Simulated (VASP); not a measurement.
# HfS2 (P-3m1) in VASP: further runs

HfS2 is run at these levels: HSE06; tasks: single point.

All numbers are computed with VASP 6.6.1; they aren't measurements. Logs are shortened: lines on timing, memory, paths and dates and some standing lists are left out, and cuts for length are marked.

### Step 1. The cell of the first run

It takes space group P-3m1 (No. 164, trigonal). Conventional cell: a = 3.440 Å, b = 3.440 Å, c = 5.571 Å, α = 90.00°, β = 90.00°, γ = 120.00°. Hf (site symmetry -3m) has 6 S at 2.49 Å within 3.3 Å. Within 3.3 Å of S (site symmetry 3m) lie 3 Hf at 2.49 Å and 3 S at 3.25 Å.

### Step 2. Single point, HSE06 (strain -5.2%)

POSCAR

```
HfS2
1.0
    3.4403832310      0.0000000000      0.0000000000
   -1.7201916155      2.9794592768      0.0000000000
    0.0000000000      0.0000000000      5.5712499472
Hf S
1 2
Direct
    0.0000000000      0.0000000000      0.0000000000
    0.6666666667      0.3333333333      0.7308232764
    0.3333333333      0.6666666667      0.2691767236
```

INCAR.step1

```
ALGO = Normal
EDIFF = 1E-5
ENCUT = 400
GGA = PE
GGA_COMPAT = False
ISIF = 2
ISMEAR = 0
LASPH = True
LCHARG = False
LREAL = False
LWAVE = True
NBANDS = 18
NELM = 120
PREC = Accurate
SIGMA = 0.01
```

INCAR.step2

```
ALGO = Normal
EDIFF = 1E-6
ENCUT = 400
GGA = PE
GGA_COMPAT = False
HFSCREEN = 0.2079
ISIF = 2
ISMEAR = 0
ISTART = 1
LASPH = True
LCHARG = False
LHFCALC = True
LREAL = False
LWAVE = False
NBANDS = 18
NELM = 120
PREC = Accurate
PRECFOCK = Normal
SIGMA = 0.01
```

KPOINTS

```
k-points
0
Gamma
  6 6 4
```

Potentials or basis: VASP PAW PBE potentials, release 64 (Hf_pv, S).

Run with:

```
cat potpaw_PBE.64/Hf_pv/POTCAR potpaw_PBE.64/S/POTCAR > POTCAR
cp INCAR.step1 INCAR
mpirun -np 1 vasp_std > vasp.out
cp INCAR.step2 INCAR
mpirun -np 1 vasp_std > vasp.out
```

OUTCAR:

```text
EDIFF = 1E-6
   ENCUT = 400
   GGA = PE
   HFSCREEN = 0.2079
   ISIF = 2
   ISMEAR = 0
   ISTART = 1
   LASPH = True
   LHFCALC = True
   LREAL = False
   NELM = 120
   PREC = Accurate
   PRECFOCK = Normal

 ion  position               nearest neighbor table
   1  0.000  0.000  0.000-   2 2.49   3 2.49   2 2.49   3 2.49   2 2.49   3 2.49
   2  0.667  0.333  0.731-   1 2.49   1 2.49   1 2.49
   3  0.333  0.667  0.269-   1 2.49   1 2.49   1 2.49

  LATTYP: Found a hexagonal cell.
 ALAT       =     3.4403832310
 C/A-ratio  =     1.6193689985

  Lattice vectors:

 A1 = (   3.4403832310,   0.0000000000,   0.0000000000)
 A2 = (  -1.7201916155,   2.9794592768,   0.0000000000)
 A3 = (   0.0000000000,   0.0000000000,   5.5712499472)

Analysis of symmetry for initial positions (statically):
=====================================================================
 Subroutine PRICEL returns:
 Original cell was already a primitive cell.

 Routine SETGRP: Setting up the symmetry group for a
 hexagonal supercell.

 Subroutine GETGRP returns: Found 12 space group operations
 (whereof 12 operations were pure point group operations)
 out of a pool of 24 trial point group operations.

The static configuration has the point symmetry D_3d.

Analysis of symmetry for dynamics (positions and initial velocities):
=====================================================================
 Subroutine PRICEL returns:
 Original cell was already a primitive cell.

 Routine SETGRP: Setting up the symmetry group for a
 hexagonal supercell.

 Subroutine GETGRP returns: Found 12 space group operations
 (whereof 12 operations were pure point group operations)
 out of a pool of 24 trial point group operations.

The dynamic configuration has the point symmetry D_3d.

 Subroutine INISYM returns: Found 12 space group operations
 (whereof 12 operations are pure point group operations),
 and found     1 'primitive' translations

----------------------------------------------------------------------------------------

                                     Primitive cell

  volume of cell :      57.1080

  direct lattice vectors                    reciprocal lattice vectors
     3.440383231  0.000000000  0.000000000     0.290665293  0.167815685  0.000000000
    -1.720191616  2.979459277  0.000000000     0.000000000  0.335631370  0.000000000
     0.000000000  0.000000000  5.571249947     0.000000000  0.000000000  0.179492934

  length of vectors
     3.440383231  3.440383231  5.571249947     0.335631370  0.335631370  0.179492934

  position of ions in fractional coordinates (direct lattice)
     0.000000000  0.000000000  0.000000000
     0.666666667  0.333333333  0.730823276
     0.333333333  0.666666667  0.269176724

  ion indices of the primitive-cell ions
   primitive index   ion index
                 1           1
                 2           2
                 3           3

----------------------------------------------------------------------------------------

 KPOINTS: k-points

Automatic generation of k-mesh.
 Grid dimensions read from file:
 generate k-points for:    6    6    4

 Generating k-lattice:

  Cartesian coordinates                     Fractional coordinates (reciprocal lattice)
     0.048444216  0.027969281  0.000000000     0.166666667  0.000000000  0.000000000
     0.000000000  0.055938562  0.000000000     0.000000000  0.166666667  0.000000000
     0.000000000  0.000000000  0.044873234     0.000000000  0.000000000  0.250000000

  Length of vectors
     0.055938562  0.055938562  0.044873234

  Shift w.r.t. Gamma in fractional coordinates (k-lattice)
     0.000000000  0.000000000  0.000000000

 Subroutine IBZKPT returns following result:
 ===========================================

 Found     24 irreducible k-points:

 Following reciprocal coordinates:
            Coordinates               Weight
  0.000000  0.000000  0.000000      1.000000
  0.166667  0.000000  0.000000      6.000000
  0.333333  0.000000  0.000000      6.000000
  0.500000  0.000000  0.000000      3.000000
  0.166667  0.166667  0.000000      6.000000
  0.333333  0.166667  0.000000     12.000000
[... 16 lines left out ...]
  0.333333  0.166667  0.500000     12.000000
  0.333333  0.333333  0.500000      2.000000
   k-points           NKPTS =     24   k-points in BZ     NKDIM =    144   number of bands    NBANDS=     18
   number of dos      NEDOS =    301   number of ions     NIONS =      3
   total plane-waves  NPLWV =  20736
   dimension x,y,z NGX =    24 NGY =   24 NGZ =   36
   dimension x,y,z NGXF=    48 NGYF=   48 NGZF=   72
   ions per type =               1   2
   NGX,Y,Z   is equivalent  to a cutoff of  11.60, 11.60, 10.74 a.u.
   NGXF,Y,Z  is equivalent  to a cutoff of  23.19, 23.19, 21.48 a.u.
 SYSTEM =  unknown system
   PREC   = accura    normal or accurate (medium, high low for compatibility)
   ISTART =      1    job   : 0-new  1-cont  2-samecut
   ICHARG =      0    charge: 1-file 2-atom 10-const
   ISPIN  =      1    spin polarized calculation?
   LNONCOLLINEAR =      F non collinear calculations
   LSORBIT =      F    spin-orbit coupling
   LASPH  =      T    aspherical Exc in radial PAW
   ENCUT  =  400.0 eV  29.40 Ry    5.42 a.u.   5.61  5.61  9.09*2*pi/ulx,y,z
   NELM   =    120;   NELMIN=  2; NELMDL=  0     # of ELM steps
   EDIFF  = 0.1E-05   stopping-criterion for ELM
   LREAL  =      F    real-space projection
   EDIFFG = 0.1E-04   stopping-criterion for IOM
   NSW    =      0    number of steps for IOM
   IBRION =     -1    ionic relax: 0-MD 1-quasi-New 2-CG
   NFREE  =      0    steps in history (QN), initial steepest desc. (CG)
   ISIF   =      2    stress and relaxation
   ISYM   =      3    0-nonsym 1-usesym 2-fastsym
   POTIM  = 0.5000    time-step for ionic-motion
   TEBEG  =    0.0;   TEEND  =   0.0 temperature during run
   PSTRESS=    0.0 pullay stress
   NELECT =      22.0000    total number of electrons
   NUPDOWN=      -1.0000    fix difference up-down
   EMIN   =  10.00;   EMAX   =-10.00  energy-range for DOS
   EFERMI =   0.00;   METHOD = LEGACY
   ISMEAR =     0;   SIGMA  =   0.01  broadening in eV -4-tet -1-fermi 0-gaus
   EFERMI_NEDOS =   21; number of points for ismear=-14 and -15
   IALGO  =     38    algorithm
   IMIX   =      1    mixing-type and parameters
     AMIX     =   0.40;   BMIX     =  1.00
     AMIX_MAG =   1.60;   BMIX_MAG =  1.00
  volume/ion in A,a.u.               =      19.04       128.46
  Fermi-wavevector in a.u.,A,eV,Ry     =   1.191197  2.251035 19.305975  1.418949
  Thomas-Fermi vector in A             =   2.327264
   LORBIT       =      0    0 simple, 1 ext, 2 COOP (PROOUT), +10 PAW based schemes
   GGA     = PE    functional components
   LHFCALC =     T    Hartree Fock is set to
   PRECFOCK=normal    Normal, Fast or Accurate (Low or Medium for compatibility)
   ENCUT4O =  -1.0   cutoff for four orbital integrals eV
   NKREDX  =     1    reduce k-point grid by
   NKREDY  =     1    reduce k-point grid by
   NKREDZ  =     1    reduce k-point grid by
   AEXX    =    0.2500 exact exchange contribution
   HFSCREEN=    0.2079 screening length (either q_TF or 0.3 A-1)
   HFSCREENC=   0.2079 screening length for correlation (either q_TF or 0.3 A-1)
   ENCUTFOCK=  -1.0 apply spherical cutoff to Coloumb kernel
   IVDW    =     0    specifies the selected vdW correction
   LEPSILON=     F    determine dielectric tensor
   LRPA    =     F    only Hartree local field effects (RPA)
 non-spin polarized calculation
 Gauss-broadening in eV      SIGMA  =   0.01
  energy-cutoff  :      400.00
  volume of cell :       57.11
 maximum number of plane-waves:      1087
 NGX is ok and might be reduce to    24
  NGX = 18; NGY = 18; NGZ = 28

 number of electron      22.0000003 magnetization

 Free energy of the ion-electron system (eV)
  ---------------------------------------------------
  ext. energy  EPLUGINS =         0.00000000
  ---------------------------------------------------
  free energy    TOTEN  =       -26.58898874 eV

  energy without entropy =      -26.58898874  energy(sigma->0) =      -26.58898874

 E-fermi :   4.7373     XC(G=0):  -8.6979

 val. band max:        4.6870974757   @ k =   0.0000   0.0000   0.0000
 cond. band min:       5.6204289532   @ k =   0.5000   0.0000   0.5000
 fundamental gap:      0.9333314774
 Fermi energy:         4.7373436970

 k-point     1 :       0.0000    0.0000    0.0000
  band No.  band energies     occupation
      1     -28.1865      2.00000
      2     -27.9835      2.00000
      3     -27.9835      2.00000
      4     -10.8852      2.00000
      5      -8.4412      2.00000
      6      -1.9839      2.00000
[... 10 lines left out ...]
     17      11.1129      0.00000
     18      11.8350      0.00000

 k-point     2 :       0.1667    0.0000    0.0000
  band No.  band energies     occupation
      1     -28.1657      2.00000
      2     -28.0852      2.00000
      3     -28.0059      2.00000
      4     -10.4630      2.00000
      5      -8.4996      2.00000
      6      -1.4411      2.00000
[... 10 lines left out ...]
     17      12.9445      0.00000
     18      13.5201      0.00000

 k-point     3 :       0.3333    0.0000    0.0000
  band No.  band energies     occupation
      1     -28.2830      2.00000
      2     -28.1232      2.00000
      3     -28.0501      2.00000
      4      -9.4978      2.00000
      5      -8.5983      2.00000
      6      -0.5388      2.00000
[... 10 lines left out ...]
     17      13.3474      0.00000
     18      13.6866      0.00000

 k-point     4 :       0.5000    0.0000    0.0000
  band No.  band energies     occupation
      1     -28.3788      2.00000
      2     -28.1021      2.00000
      3     -28.0719      2.00000
      4      -9.0145      2.00000
      5      -8.5186      2.00000
      6      -1.6561      2.00000
[... 375 lines left out ...]
      4      -9.2223      2.00000
      5      -9.1911      2.00000
      6      -0.5587      2.00000
[... 10 lines left out ...]
     17      13.8018      0.00000
     18      14.2943      0.00000

 k-point    23 :       0.3333    0.1667    0.5000
  band No.  band energies     occupation
      1     -28.3276      2.00000
      2     -28.1258      2.00000
      3     -28.1021      2.00000
      4      -9.0595      2.00000
      5      -8.4459      2.00000
      6      -1.1519      2.00000
[... 10 lines left out ...]
     17      13.4442      0.00000
     18      13.6919      0.00000

 k-point    24 :       0.3333    0.3333    0.5000
  band No.  band energies     occupation
      1     -28.2569      2.00000
      2     -28.2569      2.00000
      3     -28.0926      2.00000
      4      -8.6170      2.00000
      5      -8.6170      2.00000
      6      -0.3193      2.00000
[... 10 lines left out ...]
     17      13.9801      0.00000
     18      15.3492      0.00000

------------------------ aborting loop because EDIFF is reached ----------------------------------------

  FORCE on cell =-STRESS in cart. coord.  units (eV):
  Direction    XX          YY          ZZ          XY          YZ          ZX
  --------------------------------------------------------------------------------------
  -------------------------------------------------------------------------------------
  Total        4.6557905      4.6557905      2.0739824      0.0000000      0.0000000     -0.0000000
  in kB      130.6192221    130.6192221     58.1860318      0.0000000      0.0000000     -0.0000000
  external PRESSURE =     106.4748254 kB  Pullay stress =       0.0000000 kB

 VOLUME and BASIS-vectors are now :
 -----------------------------------------------------------------------------
  energy-cutoff  :      400.00
  volume of cell :       57.11
      direct lattice vectors                 reciprocal lattice vectors
     3.440383231  0.000000000  0.000000000     0.290665293  0.167815685  0.000000000
    -1.720191616  2.979459277  0.000000000     0.000000000  0.335631370  0.000000000
     0.000000000  0.000000000  5.571249947     0.000000000  0.000000000  0.179492934

 POSITION                                       TOTAL-FORCE (eV/Angst)
 -----------------------------------------------------------------------------------
      0.00000      0.00000      0.00000        -0.000000      0.000000      0.000000
      1.72019      0.99315      4.07160         0.000000      0.000000      0.173973
     -0.00000      1.98631      1.49965         0.000000     -0.000000     -0.173973
 -----------------------------------------------------------------------------------
    total drift:                               -0.000000      0.000000     -0.000001

  FREE ENERGIE OF THE ION-ELECTRON SYSTEM (eV)
  ---------------------------------------------------
  free  energy   TOTEN  =       -26.5889887413 eV

  energy  without entropy=      -26.5889887413  energy(sigma->0) =      -26.58898874
```

Wall time 25 min (1 thread of AMD EPYC 9R45 (Zen 5), shared host); peak memory 0.24 GiB.

Results:

```yaml
Free_energy: -26.5890 eV
Pressure: 10.6 GPa
Largest_force: 0.174 eV/Å
Band_gap_on_the_k_mesh: 0.93 eV (least direct gap 2.12 eV)
```

Forces on the atoms (eV/Å):
```
Hf   0.000  0.000  0.000
S    0.000  0.000  0.174
S    0.000  0.000 -0.174
```

Levels at points of the mesh, in eV from the valence-band top:
| k point | band 9 | band 10 | band 11 | band 12 | band 13 | band 14 |
| --- | --- | --- | --- | --- | --- | --- |
| (0.00, 0.00, 0.00) | -0.11 | -0.11 | 0.00 | 2.67 | 2.67 | 2.78 |
| (0.50, 0.00, 0.00) | -3.09 | -3.08 | -1.86 | 1.23 | 5.55 | 5.91 |
| (0.00, 0.00, 0.50) | -3.16 | -0.46 | -0.46 | 2.58 | 2.58 | 3.54 |
| (0.50, 0.00, 0.50) | -3.46 | -1.21 | -1.19 | 0.93 | 5.49 | 5.94 |

Caveat: the cell differs from its parent crystal (strain -5.2%); the cell stands under pressure; the PAW data sets were made with another functional, which shifts forces and pressure a little; spin-orbit coupling is left out, which moves the levels of the heavy elements.

### Step 3. Single point, HSE06

This run uses another cell than the first one, of 22.36 Å³/atom.

POSCAR

```
HfS2
1.0
    3.6302450469      0.0000000000      0.0000000000
   -1.8151225234      3.1438844326      0.0000000000
    0.0000000000      0.0000000000      5.8787062860
Hf S
1 2
Direct
    0.0000000000      0.0000000000      0.0000000000
    0.6666666667      0.3333333333      0.7553800775
    0.3333333333      0.6666666667      0.2446199225
```

INCAR.step1

```
PREC = Accurate
ENCUT = 400
EDIFF = 1E-5
ISMEAR = 0
SIGMA = 0.01
LREAL = F
LASPH = T
NELM = 120
ALGO = Normal
ISIF = 2
LWAVE = T
NBANDS = 18
GGA = PE
GGA_COMPAT = F
```

INCAR.step2

```
PREC = Accurate
ENCUT = 400
EDIFF = 1E-6
ISMEAR = 0
SIGMA = 0.01
LREAL = F
LASPH = T
NELM = 120
ALGO = Normal
ISIF = 2
LWAVE = F
LCHARG = T
GGA = PE
LHFCALC = T
HFSCREEN = 0.2079
PRECFOCK = Normal
LELF = T
LVHAR = T
NBANDS = 18
ISTART = 1
GGA_COMPAT = F
```

KPOINTS

```
regular mesh
0
Gamma
  6 6 4
```

Potentials or basis: VASP PAW PBE potentials, release 64 (Hf_pv, S).

Run with:

```
cat potpaw_PBE.64/Hf_pv/POTCAR potpaw_PBE.64/S/POTCAR > POTCAR
cp INCAR.step1 INCAR
mpirun -np 1 vasp_std > vasp.out
cp INCAR.step2 INCAR
mpirun -np 1 vasp_std > vasp.out
```

OUTCAR:

```text
PREC = Accurate
   ENCUT = 400
   EDIFF = 1E-6
   ISMEAR = 0
   LREAL = F
   LASPH = T
   NELM = 120
   ISIF = 2
   GGA = PE
   LHFCALC = T
   HFSCREEN = 0.2079
   PRECFOCK = Normal
   ISTART = 1

 ion  position               nearest neighbor table
   1  0.000  0.000  0.000-   2 2.54   3 2.54   3 2.54   2 2.54   2 2.54   3 2.54
   2  0.667  0.333  0.755-   1 2.54   1 2.54   1 2.54
   3  0.333  0.667  0.245-   1 2.54   1 2.54   1 2.54

  LATTYP: Found a hexagonal cell.
 ALAT       =     3.6302450469
 C/A-ratio  =     1.6193689985

  Lattice vectors:

 A1 = (   3.6302450469,   0.0000000000,   0.0000000000)
 A2 = (  -1.8151225234,   3.1438844326,   0.0000000000)
 A3 = (   0.0000000000,   0.0000000000,   5.8787062860)

Analysis of symmetry for initial positions (statically):
=====================================================================
 Subroutine PRICEL returns:
 Original cell was already a primitive cell.

 Routine SETGRP: Setting up the symmetry group for a
 hexagonal supercell.
[... 172 lines left out ...]
  free energy    TOTEN  =       -26.93477250 eV

  energy without entropy =      -26.93477250  energy(sigma->0) =      -26.93477250

 E-fermi :   2.8284     XC(G=0):  -8.0002

 val. band max:        2.7478266270   @ k =   0.0000   0.0000   0.0000
 cond. band min:       4.5960983178   @ k =   0.5000   0.0000   0.5000
 fundamental gap:      1.8482716908
 Fermi energy:         2.8284288940

 k-point     1 :       0.0000    0.0000    0.0000
  band No.  band energies     occupation
      1     -30.1041      2.00000
      2     -29.9672      2.00000
      3     -29.9672      2.00000
      4     -11.7705      2.00000
      5      -9.8614      2.00000
      6      -2.5243      2.00000
[... 481 lines left out ...]
      5     -10.0202      2.00000
      6      -1.3857      2.00000
[... 10 lines left out ...]
     17      12.0859      0.00000
     18      12.7922      0.00000

------------------------ aborting loop because EDIFF is reached ----------------------------------------

  FORCE on cell =-STRESS in cart. coord.  units (eV):
  Direction    XX          YY          ZZ          XY          YZ          ZX
  --------------------------------------------------------------------------------------
  -------------------------------------------------------------------------------------
  Total       -0.1126956     -0.1126956      0.1611909     -0.0000000      0.0000000      0.0000000
  in kB       -2.6911201     -2.6911201      3.8491674     -0.0000000      0.0000000      0.0000000
  external PRESSURE =      -0.5110243 kB  Pullay stress =       0.0000000 kB

 VOLUME and BASIS-vectors are now :
 -----------------------------------------------------------------------------
  energy-cutoff  :      400.00
  volume of cell :       67.09
      direct lattice vectors                 reciprocal lattice vectors
     3.630245047  0.000000000  0.000000000     0.275463498  0.159038925  0.000000000
    -1.815122523  3.143884433  0.000000000     0.000000000  0.318077850  0.000000000
     0.000000000  0.000000000  5.878706286     0.000000000  0.000000000  0.170105454

 POSITION                                       TOTAL-FORCE (eV/Angst)
 -----------------------------------------------------------------------------------
      0.00000      0.00000      0.00000         0.000000      0.000000      0.000000
      1.81512      1.04796      4.44066        -0.000000     -0.000000      0.200472
     -0.00000      2.09592      1.43805        -0.000000      0.000000     -0.200472
 -----------------------------------------------------------------------------------
    total drift:                               -0.000000     -0.000000     -0.000004

  FREE ENERGIE OF THE ION-ELECTRON SYSTEM (eV)
  ---------------------------------------------------
  free  energy   TOTEN  =       -26.9347724972 eV

  energy  without entropy=      -26.9347724972  energy(sigma->0) =      -26.93477250
```

Run time: 56 min. Hardware: 1 thread of Intel Xeon Platinum 8375C at 2.90GHz (Ice Lake), shared host; peak memory 0.28 GiB.

What came out:

```yaml
Free_energy: -26.9348 eV
Pressure: -0.1 GPa
Largest_force: 0.200 eV/Å
Band_gap_on_the_k_mesh: 1.85 eV (least direct gap 2.80 eV)
```

Forces in eV/Å, atoms in the order of the input:
```
Hf   0.000  0.000  0.000
S    0.000  0.000  0.200
S    0.000  0.000 -0.200
```

Caveat: the PAW data sets were made with another functional, which shifts forces and pressure a little; spin-orbit coupling is left out, which moves the levels of the heavy elements; this functional lacks dispersion, which binds the layers, so the pressure and a relaxed spacing across them are unreliable. A k mesh can miss the band edges.
